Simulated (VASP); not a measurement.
# PbS (Cmcm) in VASP: further runs, part 2 of 2

VASP 6.6.1.

## 3. Single point, PBEsol

This run uses another cell than the first one, of 25.24 Å³/atom.

Input file INCAR:

```
SYSTEM = PbS
  ALGO = Normal
  EDIFF = 1E-7
  ENCUT = 520
  GGA = PS
  ISIF = 2
  ISMEAR = 0
  LASPH = .TRUE.
  LCHARG = .FALSE.
  LREAL = .FALSE.
  LWAVE = .FALSE.
  NBANDS = 28
  NELM = 60
  PREC = Accurate
  SIGMA = 0.01
```

Input file KPOINTS:

```
k-points
0
G
  6 6 6
  0 0 0
```

Input file POSCAR:

```
PbS
1.0
    2.0422981872     -5.8828331888      0.0000000000
    2.0422981872      5.8828331888      0.0000000000
    0.0000000000      0.0000000000      4.2018500902
Pb S
2 2
Direct
    0.8694366500      0.1305633500      0.7500000000
    0.1305633500      0.8694366500      0.2500000000
    0.6452029100      0.3547970900      0.7500000000
    0.3547970900      0.6452029100      0.2500000000
```

Potentials or basis: VASP PAW PBE potentials, release 64 (Pb_d, S).

Command:

```console
$ cat potpaw_PBE.64/Pb_d/POTCAR potpaw_PBE.64/S/POTCAR > POTCAR
$ mpirun -np 1 vasp_std > vasp.out
```

OUTCAR:

```text
SYSTEM = PbS
   EDIFF = 1E-7
   ENCUT = 520
   GGA = PS
   ISIF = 2
   ISMEAR = 0
   LASPH = .TRUE.
   LREAL = .FALSE.
   NELM = 60
   PREC = Accurate

 ion  position               nearest neighbor table
   1  0.869  0.131  0.750-   3 2.64   4 2.94   4 2.94   4 2.94   4 2.94   2 3.72   2 3.72   2 4.06
                             2 4.06   2 4.06   2 4.06
   2  0.131  0.869  0.250-   4 2.64   3 2.94   3 2.94   3 2.94   3 2.94   1 3.72   1 3.72   1 4.06
                             1 4.06   1 4.06   1 4.06
   3  0.645  0.355  0.750-   1 2.64   2 2.94   2 2.94   2 2.94   2 2.94
   4  0.355  0.645  0.250-   2 2.64   1 2.94   1 2.94   1 2.94   1 2.94

  LATTYP: Found a base centered orthorhombic cell.
 ALAT       =     4.0845963744
 B/A-ratio  =     2.8804967001
 C/A-ratio  =     1.0287063164

  Lattice vectors:

 A1 = (   2.0422981872,  -5.8828331888,   0.0000000000)
 A2 = (   2.0422981872,   5.8828331888,   0.0000000000)
 A3 = (   0.0000000000,   0.0000000000,   4.2018500902)

Analysis of symmetry for initial positions (statically):
=====================================================================
 Subroutine PRICEL returns:
 Original cell was already a primitive cell.

 Routine SETGRP: Setting up the symmetry group for a
 base centered orthorhombic supercell.

 Subroutine GETGRP returns: Found  8 space group operations
 (whereof  4 operations were pure point group operations)
 out of a pool of  8 trial point group operations.

The static configuration has the point symmetry C_2h.
 The point group associated with its full space group is D_2h.

Analysis of symmetry for dynamics (positions and initial velocities):
=====================================================================
 Subroutine PRICEL returns:
 Original cell was already a primitive cell.

 Routine SETGRP: Setting up the symmetry group for a
 base centered orthorhombic supercell.

[... 126 lines left out ...]
   IALGO  =     38    algorithm
   IMIX   =      4    mixing-type and parameters
     AMIX     =   0.40;   BMIX     =  1.00
     AMIX_MAG =   1.60;   BMIX_MAG =  1.00
  volume/ion in A,a.u.               =      25.24       170.34
  Fermi-wavevector in a.u.,A,eV,Ry     =   1.202364  2.272139 19.669670  1.445680
  Thomas-Fermi vector in A             =   2.338148
   LORBIT       =      0    0 simple, 1 ext, 2 COOP (PROOUT), +10 PAW based schemes
   GGA     = PS    functional components
   LHFCALC =     F    Hartree Fock is set to
   AEXX    =    0.0000 exact exchange contribution
   IVDW    =     0    specifies the selected vdW correction
   LEPSILON=     F    determine dielectric tensor
   LRPA    =     F    only Hartree local field effects (RPA)
 non-spin polarized calculation
 Gauss-broadening in eV      SIGMA  =   0.01
  energy-cutoff  :      520.00
  volume of cell :      100.97
 maximum number of plane-waves:      2752
 NGX is ok and might be reduce to    48
   NGX = 23   NGY = 23   NGZ = 15

 number of electron      39.9999998 magnetization

 Free energy of the ion-electron system (eV)
  ---------------------------------------------------
  ext. energy  EPLUGINS =         0.00000000
  ---------------------------------------------------
  free energy    TOTEN  =       -18.76139350 eV

  energy without entropy =      -18.76139350  energy(sigma->0) =      -18.76139350

 E-fermi :   5.5075     XC(G=0): -10.0393

 val. band max:        5.4654411455   @ k =   0.5000   0.5000   0.3333
 cond. band min:       6.4685281860   @ k =   0.5000   0.5000   0.0000
 fundamental gap:      1.0030870405
 Fermi energy:         5.5075282376

 k-point     1 :       0.0000    0.0000    0.0000
  band No.  band energies     occupation
      1     -10.9658      2.00000
      2     -10.8213      2.00000
      3     -10.8071      2.00000
      4     -10.8067      2.00000
      5     -10.7667      2.00000
      6     -10.7608      2.00000
[... 733 lines left out ...]
     27      12.6534      0.00000
     28      13.2517      0.00000

 [... further k-points ...]

------------------------ aborting loop because EDIFF is reached ----------------------------------------

  FORCE on cell =-STRESS in cart. coord.  units (eV):
  Direction    XX          YY          ZZ          XY          YZ          ZX
  --------------------------------------------------------------------------------------
  -------------------------------------------------------------------------------------
  Total        0.6921087      0.9462442      0.5774253      0.0000000      0.0000000      0.0000000
  in kB       10.9826880     15.0154233      9.1628414      0.0000000      0.0000000      0.0000000
  external PRESSURE =      11.7203176 kB  Pullay stress =       0.0000000 kB

 VOLUME and BASIS-vectors are now :
 -----------------------------------------------------------------------------
  energy-cutoff  :      520.00
  volume of cell :      100.97
      direct lattice vectors                 reciprocal lattice vectors
     2.042298187 -5.882833189  0.000000000     0.244822232 -0.084993061  0.000000000
     2.042298187  5.882833189  0.000000000     0.244822232  0.084993061  0.000000000
     0.000000000  0.000000000  4.201850090     0.000000000  0.000000000  0.237990404

 POSITION                                       TOTAL-FORCE (eV/Angst)
 -----------------------------------------------------------------------------------
      2.04230     -4.34667      3.15139         0.000000     -0.317758     -0.000000
      2.04230      4.34667      1.05046         0.000000      0.317758      0.000000
      2.04230     -1.70841      3.15139         0.000000      0.246310      0.000000
      2.04230      1.70841      1.05046         0.000000     -0.246310      0.000000
 -----------------------------------------------------------------------------------
    total drift:                               -0.000000     -0.000000      0.000000

  FREE ENERGIE OF THE ION-ELECTRON SYSTEM (eV)
  ---------------------------------------------------
  free  energy   TOTEN  =       -18.7613934987 eV

  energy  without entropy=      -18.7613934987  energy(sigma->0) =      -18.76139350
```

It took 85 s on 1 thread of AMD EPYC 9R45 (Zen 5), shared host; peak memory 0.29 GiB.

What came out:

```yaml
Free_energy: -18.7614 eV
Pressure: 1.2 GPa
Largest_force: 0.318 eV/Å
Band_gap_on_the_k_mesh: 1.00 eV (least direct gap 1.25 eV)
```

Forces in eV/Å, atoms in the order of the input:
```
Pb   0.000 -0.318  0.000
Pb   0.000  0.318  0.000
S    0.000  0.246  0.000
S    0.000 -0.246  0.000
```

Stress tensor (GPa, compression positive):
```
1.10 0.00 0.00
0.00 1.50 0.00
0.00 0.00 0.92
```

Caveat: the PAW data sets were made with another functional, which shifts forces and pressure a little; spin-orbit coupling is left out, which moves the levels of the heavy elements.
